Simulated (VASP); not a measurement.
# LiNbO3 (R3c) in VASP: notebook

LiNbO3 is run at these levels: LDA; tasks: single point, relaxation of cell and atoms.

Everything below comes from runs of VASP 6.6.1. Logs are shortened: lines on timing, memory, paths and dates and some standing lists are left out, and cuts for length are marked.

### 1 The cell of the first run

Symmetry: R3c, No. 161, trigonal system. The conventional cell has a = 5.154 Å, b = 5.154 Å, c = 13.988 Å, α = 90.00°, β = 90.00°, γ = 120.00°. Within 2.7 Å of Li (site symmetry 3) lie 6 O at 2.04 to 2.25 Å. Nb (site symmetry 3) has 6 O at 1.90 to 2.15 Å within 2.5 Å. O (site symmetry 1) has 2 Nb at 1.90 to 2.15 Å and 2 Li at 2.04 to 2.25 Å within 2.5 Å.

### 2 Single point, LDA

Contents of INCAR:

```
ALGO     = Normal         # electronic algorithm
EDIFF    = 1E-6           # SCF threshold, eV
ENCUT    = 520            # plane-wave cutoff, eV
ISIF     = 2              # what is computed and relaxed
ISMEAR   = 0              # smearing method
LASPH    = True           # aspherical terms in the spheres
LCHARG   = False          # write CHGCAR
LREAL    = False          # projectors in reciprocal space
LWAVE    = False          # write WAVECAR
NBANDS   = 45             # bands
NELM     = 80             # most SCF steps
PREC     = Accurate       # precision mode
SIGMA    = 0.1            # smearing width, eV
```

Contents of KPOINTS:

```
k-points
0
Gamma
  6 6 6
```

Contents of POSCAR:

```
LiNbO3
1.0
    2.5770834800      1.4878798400      4.6625706200
   -2.5770834800      1.4878798400      4.6625706200
    0.0000000000     -2.9757596800      4.6625706200
Li Nb O
2 2 6
Direct
    0.7054734700      0.7054734700      0.7054734700
    0.2054734700      0.2054734700      0.2054734700
    0.9875072800      0.9875072800      0.9875072800
    0.4875072800      0.4875072800      0.4875072800
    0.8824795800      0.2700917500      0.6208967100
    0.6208967100      0.8824795800      0.2700917500
    0.2700917500      0.6208967100      0.8824795800
    0.7700917500      0.3824795800      0.1208967100
    0.3824795800      0.1208967100      0.7700917500
    0.1208967100      0.7700917500      0.3824795800
```

Potentials or basis: VASP PAW LDA potentials, release 64 (Li_sv, Nb_sv, O).

On the command line:

```sh
$ cat potpaw_LDA.64/Li_sv/POTCAR potpaw_LDA.64/Nb_sv/POTCAR potpaw_LDA.64/O/POTCAR > POTCAR
$ mpirun -np 1 vasp_std > vasp.out
```

OUTCAR:

```text
EDIFF = 1E-6
   ENCUT = 520
   ISIF = 2
   ISMEAR = 0
   LASPH = True
   LREAL = False
   NELM = 80
   PREC = Accurate

 ion  position               nearest neighbor table
   1  0.705  0.705  0.705-  10 2.04   8 2.04   9 2.04   6 2.25   7 2.25   5 2.25
   2  0.205  0.205  0.205-   7 2.04   5 2.04   6 2.04   9 2.25  10 2.25   8 2.25
   3  0.988  0.988  0.988-   6 1.90   5 1.90   7 1.90   9 2.15  10 2.15   8 2.15
   4  0.488  0.488  0.488-   9 1.90   8 1.90  10 1.90   6 2.15   7 2.15   5 2.15
   5  0.882  0.270  0.621-   3 1.90   2 2.04   4 2.15   1 2.25
   6  0.621  0.882  0.270-   3 1.90   2 2.04   4 2.15   1 2.25
   7  0.270  0.621  0.882-   3 1.90   2 2.04   4 2.15   1 2.25
   8  0.770  0.382  0.121-   4 1.90   1 2.04   3 2.15   2 2.25
   9  0.382  0.121  0.770-   4 1.90   1 2.04   3 2.15   2 2.25
  10  0.121  0.770  0.382-   4 1.90   1 2.04   3 2.15   2 2.25

  LATTYP: Found a trigonal (rhomboedric) cell.
 ALAT       =     5.5312485451
 COS(alpha) =     0.5658491840

  Lattice vectors:

 A1 = (   2.5770834800,   1.4878798400,   4.6625706200)
 A2 = (  -2.5770834800,   1.4878798400,   4.6625706200)
 A3 = (   0.0000000000,  -2.9757596800,   4.6625706200)

Analysis of symmetry for initial positions (statically):
=====================================================================
 Subroutine PRICEL returns:
 Original cell was already a primitive cell.

 Routine SETGRP: Setting up the symmetry group for a
 trigonal (rhombohedral) supercell.

 Subroutine GETGRP returns: Found  6 space group operations
 (whereof  3 operations were pure point group operations)
 out of a pool of 12 trial point group operations.

The static configuration has the point symmetry C_3 .
 The point group associated with its full space group is C_3v.

Analysis of symmetry for dynamics (positions and initial velocities):
=====================================================================
 Subroutine PRICEL returns:
 Original cell was already a primitive cell.

 Routine SETGRP: Setting up the symmetry group for a
 trigonal (rhombohedral) supercell.

 Subroutine GETGRP returns: Found  6 space group operations
 (whereof  3 operations were pure point group operations)
 out of a pool of 12 trial point group operations.

The dynamic configuration has the point symmetry C_3 .
 The point group associated with its full space group is C_3v.

 Subroutine INISYM returns: Found  6 space group operations
 (whereof  3 operations are pure point group operations),
 and found     1 'primitive' translations

----------------------------------------------------------------------------------------

                                     Primitive cell

  volume of cell :     107.2687

  direct lattice vectors                    reciprocal lattice vectors
     2.577083480  1.487879840  4.662570620     0.194017774  0.112016214  0.071491321
    -2.577083480  1.487879840  4.662570620    -0.194017774  0.112016214  0.071491321
     0.000000000 -2.975759680  4.662570620     0.000000000 -0.224032428  0.071491321

  length of vectors
     5.531248545  5.531248545  5.531248544     0.235162790  0.235162790  0.235162790

  position of ions in fractional coordinates (direct lattice)
     0.705473470  0.705473470  0.705473470
     0.205473470  0.205473470  0.205473470
     0.987507280  0.987507280  0.987507280
     0.487507280  0.487507280  0.487507280
     0.882479580  0.270091750  0.620896710
     0.620896710  0.882479580  0.270091750
     0.270091750  0.620896710  0.882479580
     0.770091750  0.382479580  0.120896710
     0.382479580  0.120896710  0.770091750
     0.120896710  0.770091750  0.382479580

  ion indices of the primitive-cell ions
   primitive index   ion index
                 1           1
                 2           2
                 3           3
                 4           4
                 5           5
                 6           6
                 7           7
                 8           8
                 9           9
                10          10

----------------------------------------------------------------------------------------

 KPOINTS: k-points

Automatic generation of k-mesh.
 Grid dimensions read from file:
 generate k-points for:    6    6    6

 Generating k-lattice:

  Cartesian coordinates                     Fractional coordinates (reciprocal lattice)
     0.032336296  0.018669369  0.011915220     0.166666667 -0.000000000 -0.000000000
    -0.032336296  0.018669369  0.011915220    -0.000000000  0.166666667 -0.000000000
     0.000000000 -0.037338738  0.011915220    -0.000000000 -0.000000000  0.166666667

  Length of vectors
     0.039193798  0.039193798  0.039193798

  Shift w.r.t. Gamma in fractional coordinates (k-lattice)
     0.000000000  0.000000000  0.000000000

 Subroutine IBZKPT returns following result:
 ===========================================

 Found     32 irreducible k-points:

 Following reciprocal coordinates:
            Coordinates               Weight
  0.000000  0.000000  0.000000      1.000000
  0.166667  0.000000  0.000000      6.000000
  0.333333  0.000000  0.000000      6.000000
  0.500000  0.000000  0.000000      3.000000
  0.166667  0.166667  0.000000      6.000000
  0.333333  0.166667  0.000000     12.000000
[... 16 lines left out ...]
  0.500000  0.500000  0.166667      6.000000
 -0.333333  0.500000  0.166667     12.000000
 [... further k-points ...]
   k-points           NKPTS =     32   k-points in BZ     NKDIM =     32   number of bands    NBANDS=     45
   number of dos      NEDOS =    301   number of ions     NIONS =     10
   total plane-waves  NPLWV =  74088
   dimension x,y,z NGX =    42 NGY =   42 NGZ =   42
   dimension x,y,z NGXF=    84 NGYF=   84 NGZF=   84
   ions per type =               2   2   6
   NGX,Y,Z   is equivalent  to a cutoff of  12.62, 12.62, 12.62 a.u.
   NGXF,Y,Z  is equivalent  to a cutoff of  25.25, 25.25, 25.25 a.u.
 SYSTEM =  unknown system
   PREC   = accura    normal or accurate (medium, high low for compatibility)
   ISTART =      0    job   : 0-new  1-cont  2-samecut
   ICHARG =      2    charge: 1-file 2-atom 10-const
   ISPIN  =      1    spin polarized calculation?
   LNONCOLLINEAR =      F non collinear calculations
   LSORBIT =      F    spin-orbit coupling
   LASPH  =      T    aspherical Exc in radial PAW
   ENCUT  =  520.0 eV  38.22 Ry    6.18 a.u.  10.28 10.28 10.28*2*pi/ulx,y,z
   NELM   =     80;   NELMIN=  2; NELMDL= -5     # of ELM steps
   EDIFF  = 0.1E-05   stopping-criterion for ELM
   LREAL  =      F    real-space projection
   EDIFFG = 0.1E-04   stopping-criterion for IOM
   NSW    =      0    number of steps for IOM
   IBRION =     -1    ionic relax: 0-MD 1-quasi-New 2-CG
   NFREE  =      0    steps in history (QN), initial steepest desc. (CG)
   ISIF   =      2    stress and relaxation
   ISYM   =      2    0-nonsym 1-usesym 2-fastsym
   POTIM  = 0.5000    time-step for ionic-motion
   TEBEG  =    0.0;   TEEND  =   0.0 temperature during run
   PSTRESS=    0.0 pullay stress
   NELECT =      68.0000    total number of electrons
   NUPDOWN=      -1.0000    fix difference up-down
   EMIN   =  10.00;   EMAX   =-10.00  energy-range for DOS
   EFERMI =   0.00;   METHOD = LEGACY
   ISMEAR =     0;   SIGMA  =   0.10  broadening in eV -4-tet -1-fermi 0-gaus
   EFERMI_NEDOS =   21; number of points for ismear=-14 and -15
   IALGO  =     38    algorithm
   IMIX   =      4    mixing-type and parameters
     AMIX     =   0.40;   BMIX     =  1.00
     AMIX_MAG =   1.60;   BMIX_MAG =  1.00
  volume/ion in A,a.u.               =      10.73        72.39
  Fermi-wavevector in a.u.,A,eV,Ry     =   1.406329  2.657576 26.909059  1.977760
  Thomas-Fermi vector in A             =   2.528700
   LORBIT       =      0    0 simple, 1 ext, 2 COOP (PROOUT), +10 PAW based schemes
   GGA     = CA    functional components
   LHFCALC =     F    Hartree Fock is set to
   AEXX    =    0.0000 exact exchange contribution
   IVDW    =     0    specifies the selected vdW correction
   LEPSILON=     F    determine dielectric tensor
   LRPA    =     F    only Hartree local field effects (RPA)
 non-spin polarized calculation
 Gauss-broadening in eV      SIGMA  =   0.10
  energy-cutoff  :      520.00
  volume of cell :      107.27
 maximum number of plane-waves:      2940
 NGX is ok and might be reduce to    42
   NGX = 21   NGY = 21   NGZ = 21

 number of electron      68.0000010 magnetization

 Free energy of the ion-electron system (eV)
  ---------------------------------------------------
  ext. energy  EPLUGINS =         0.00000000
  ---------------------------------------------------
  free energy    TOTEN  =       -87.40751504 eV

  energy without entropy =      -87.40751504  energy(sigma->0) =      -87.40751504

 E-fermi :   3.6958     XC(G=0): -11.3066

 val. band max:        3.1945454668   @ k =   0.1667   0.1667   0.1667
 cond. band min:       6.5978136048   @ k =  -0.3333   0.3333   0.0000
 fundamental gap:      3.4032681380
 Fermi energy:         3.6958220242

 k-point     1 :       0.0000    0.0000    0.0000
  band No.  band energies     occupation
      1     -50.7442      2.00000
      2     -50.7298      2.00000
      3     -38.1277      2.00000
      4     -38.1245      2.00000
      5     -27.1835      2.00000
      6     -27.1835      2.00000
[... 37 lines left out ...]
     44      12.6954      0.00000
     45      12.6985      0.00000

 k-point     2 :       0.1667    0.0000    0.0000
  band No.  band energies     occupation
      1     -50.7432      2.00000
      2     -50.7307      2.00000
      3     -38.1275      2.00000
      4     -38.1248      2.00000
      5     -27.1757      2.00000
      6     -27.1744      2.00000
[... 37 lines left out ...]
     44      12.6180      0.00000
     45      12.6604      0.00000

 k-point     3 :       0.3333    0.0000    0.0000
  band No.  band energies     occupation
      1     -50.7406      2.00000
      2     -50.7333      2.00000
      3     -38.1270      2.00000
      4     -38.1254      2.00000
      5     -27.1527      2.00000
      6     -27.1492      2.00000
[... 997 lines left out ...]
     44      12.4278      0.00000
     45      13.0034      0.00000

 k-point    24 :      -0.3333    0.5000    0.1667
  band No.  band energies     occupation
      1     -50.7381      2.00000
      2     -50.7357      2.00000
      3     -38.1265      2.00000
      4     -38.1259      2.00000
      5     -27.1863      2.00000
      6     -27.1847      2.00000
[... 37 lines left out ...]
     44      12.3648      0.00000
     45      13.3941      0.00000

 [... further k-points ...]
[... 5 lines left out ...]
  --------------------------------------------------------------------------------------
  -------------------------------------------------------------------------------------
  Total       -7.3936827     -7.3936827     -6.9626877      0.0000000      0.0000000      0.0000000
  in kB     -110.4328732   -110.4328731   -103.9954838      0.0000000      0.0000000      0.0000000
  external PRESSURE =    -108.2870767 kB  Pullay stress =       0.0000000 kB

 VOLUME and BASIS-vectors are now :
 -----------------------------------------------------------------------------
  energy-cutoff  :      520.00
  volume of cell :      107.27
      direct lattice vectors                 reciprocal lattice vectors
     2.577083480  1.487879840  4.662570620     0.194017774  0.112016214  0.071491321
    -2.577083480  1.487879840  4.662570620    -0.194017774  0.112016214  0.071491321
     0.000000000 -2.975759680  4.662570620     0.000000000 -0.224032428  0.071491321

 POSITION                                       TOTAL-FORCE (eV/Angst)
 -----------------------------------------------------------------------------------
      0.00000      0.00000      9.86796         0.000000     -0.000000     -0.016373
      0.00000      0.00000      2.87410         0.000000     -0.000000     -0.016373
      0.00000      0.00000     13.81297         0.000000     -0.000000     -0.074541
      0.00000      0.00000      6.81911         0.000000     -0.000000     -0.074541
      1.57817     -0.13275      8.26892         0.080118     -0.559440      0.030305
     -0.67412      1.43312      8.26892         0.444431      0.349104      0.030305
     -0.90405     -1.30036      8.26892        -0.524548      0.210336      0.030305
      0.99891      1.35513      5.93763        -0.080118     -0.559440      0.030305
      0.67412     -1.54264      5.93763        -0.444431      0.349104      0.030305
     -1.67303      0.18752      5.93763         0.524548      0.210336      0.030305
 -----------------------------------------------------------------------------------
    total drift:                                0.000000      0.000000      0.000292

  FREE ENERGIE OF THE ION-ELECTRON SYSTEM (eV)
  ---------------------------------------------------
  free  energy   TOTEN  =       -87.4075150397 eV

  energy  without entropy=      -87.4075150397  energy(sigma->0) =      -87.40751504
```

Wall time 6.2 min (1 thread of Intel Xeon 8259CL, shared host); peak memory 0.29 GiB.

Results:

| Property | Result |
| --- | --- |
| Free energy | -87.4075 eV |
| Largest force | 0.566 eV/Å |
| Band gap on the k mesh | 3.40 eV (least direct gap 3.45 eV) |

Forces on the atoms (eV/Å):
```
Li   0.000  0.000 -0.016
Li   0.000  0.000 -0.016
Nb   0.000  0.000 -0.075
Nb   0.000  0.000 -0.075
O    0.080 -0.559  0.030
O    0.444  0.349  0.030
O   -0.525  0.210  0.030
O   -0.080 -0.559  0.030
O   -0.444  0.349  0.030
O    0.525  0.210  0.030
```

Levels at points of the mesh, in eV from the valence-band top:
```
           k point  band 32  band 33  band 34  band 35  band 36  band 37
(0.00, 0.00, 0.00)    -0.57    -0.01    -0.01     3.44     3.44     3.88
(0.50, 0.00, 0.00)    -0.29    -0.19    -0.19     3.66     3.66     4.51
(0.50, 0.50, 0.00)    -0.64    -0.47    -0.23     3.52     3.89     4.38
(0.50, 0.50, 0.50)    -0.29    -0.29    -0.29     4.43     4.43     4.63
```

Caveat: the cutoff is under 1.25 times the usual one of these potentials, so pressure, stress and relaxed cells hold a basis-set (Pulay) error.

### 3 Relaxation of cell and atoms, LDA

This run uses another cell than the first one, of 10.16 Å³/atom.

Contents of INCAR:

```
ALGO     = Normal         # electronic algorithm
EDIFF    = 1E-6           # SCF threshold, eV
EDIFFG   = -0.002         # ionic threshold
ENCUT    = 600            # plane-wave cutoff, eV
GGA      = CA             # functional
IBRION   = 2              # ionic algorithm
ISIF     = 3              # what is computed and relaxed
ISMEAR   = 0              # smearing method
LASPH    = True           # aspherical terms in the spheres
LCHARG   = False          # write CHGCAR
LREAL    = False          # projectors in reciprocal space
LWAVE    = False          # write WAVECAR
NELM     = 60             # most SCF steps
NSW      = 100            # ionic steps
PREC     = Accurate       # precision mode
SIGMA    = 0.02           # smearing width, eV
```

KPOINTS is that of step 2.

Contents of POSCAR:

```
LiNbO3
1.0
    2.5336727254      1.4628166300      4.5679528310
   -2.5336727254      1.4628166300      4.5679528310
    0.0000000000     -2.9256332601      4.5679528310
Li Nb O
2 2 6
Direct
    0.7051140841      0.7051140841      0.7051140841
    0.2051140841      0.2051140841      0.2051140841
    0.9889349626      0.9889349626      0.9889349626
    0.4889349626      0.4889349626      0.4889349626
    0.8814487732      0.2698761308      0.6210748394
    0.6210748394      0.8814487732      0.2698761308
    0.2698761308      0.6210748394      0.8814487732
    0.7698761308      0.3814487732      0.1210748394
    0.3814487732      0.1210748394      0.7698761308
    0.1210748394      0.7698761308      0.3814487732
```

Potentials or basis: VASP PAW LDA potentials, release 64 (Li_sv, Nb_sv, O).

On the command line:

```sh
$ cat potpaw_LDA.64/Li_sv/POTCAR potpaw_LDA.64/Nb_sv/POTCAR potpaw_LDA.64/O/POTCAR > POTCAR
$ mpirun -np 1 vasp_std > vasp.out
```

Run time: 39 min. Hardware: 1 thread of Intel Xeon 8259CL, shared host; peak memory 0.35 GiB.

It converged, with:

```yaml
Free_energy: -87.6226 eV
Relaxed_volume: 10.12 Å³/atom
Relaxed_cell: a = 5.416 Å, b = 5.416 Å, c = 5.416 Å, α = 55.73°, β = 55.73°, γ = 55.73°
Space_group_after_relaxing_to_0.1_Å: R3c (No. 161)
Energy_gained_by_relaxing: 0.2 meV/atom
Ionic_steps: 21
Pressure_after_relaxing: 0.0 GPa
Band_gap_on_the_k_mesh: 3.47 eV (least direct gap 3.49 eV)
```

The path:
| step | energy change (eV) | largest force (eV/Å) | pressure (GPa) | volume (Å³) |
| --- | --- | --- | --- | --- |
| 1 | 0.0000 | 0.1060 | -0.29 | 101.58 |
| 2 | -0.0014 | 0.0267 | -0.01 | 101.31 |
| 3 | -0.0015 | 0.0179 | 0.05 | 101.25 |
| 4 | -0.0016 | 0.0129 | -0.04 | 101.28 |
| 5 | -0.0016 | 0.0125 | -0.13 | 101.30 |
| 6 | -0.0016 | 0.0110 | -0.06 | 101.27 |
| 7 | -0.0016 | 0.0108 | 0.01 | 101.24 |
| 8 | -0.0016 | 0.0113 | 0.02 | 101.25 |
| 9 | -0.0017 | 0.0096 | 0.01 | 101.25 |
| 10 | -0.0017 | 0.0066 | -0.02 | 101.26 |
| 11 | -0.0017 | 0.0051 | -0.03 | 101.26 |
| 12 | -0.0017 | 0.0034 | 0.01 | 101.24 |
| 13 | -0.0017 | 0.0029 | 0.06 | 101.22 |
| 14 | -0.0017 | 0.0032 | 0.05 | 101.23 |
| 15 | -0.0017 | 0.0018 | 0.02 | 101.23 |
| 16 | -0.0017 | 0.0032 | 0.01 | 101.24 |
| 17 | -0.0017 | 0.0033 | -0.01 | 101.24 |
| 18 | -0.0017 | 0.0032 | 0.00 | 101.24 |
| 19 | -0.0017 | 0.0031 | 0.00 | 101.24 |
| 20 | -0.0017 | 0.0020 | 0.01 | 101.24 |
| 21 | -0.0017 | 0.0015 | 0.01 | 101.24 |

Final structure:
```
Li Nb O
1.0
     2.53173    1.46170    4.55963
    -2.53173    1.46170    4.55963
     0.00000   -2.92339    4.55963
Li Nb O
2 2 6
Direct
  0.70555 0.70555 0.70555
  0.20555 0.20555 0.20555
  0.98945 0.98945 0.98945
  0.48945 0.48945 0.48945
  0.88147 0.26965 0.62033
  0.62033 0.88147 0.26965
  0.26965 0.62033 0.88147
  0.76965 0.38147 0.12033
  0.38147 0.12033 0.76965
  0.12033 0.76965 0.38147
```

Levels at points of the mesh, in eV from the valence-band top:
| k point | band 31 | band 32 | band 33 | band 34 | band 35 | band 36 | band 37 | band 38 |
| --- | --- | --- | --- | --- | --- | --- | --- | --- |
| (0.00, 0.00, 0.00) | -0.62 | -0.51 | -0.02 | -0.02 | 3.47 | 3.47 | 3.89 | 5.16 |
| (0.50, 0.00, 0.00) | -0.30 | -0.30 | -0.19 | -0.19 | 3.91 | 3.91 | 4.75 | 4.75 |
| (0.50, 0.50, 0.00) | -0.68 | -0.67 | -0.43 | -0.24 | 3.54 | 4.06 | 4.57 | 4.66 |
| (0.50, 0.50, 0.50) | -0.30 | -0.30 | -0.30 | -0.30 | 4.68 | 4.68 | 4.90 | 4.90 |

Caveat: the cutoff is under 1.25 times the usual one of these potentials, so pressure, stress and relaxed cells hold a basis-set (Pulay) error.
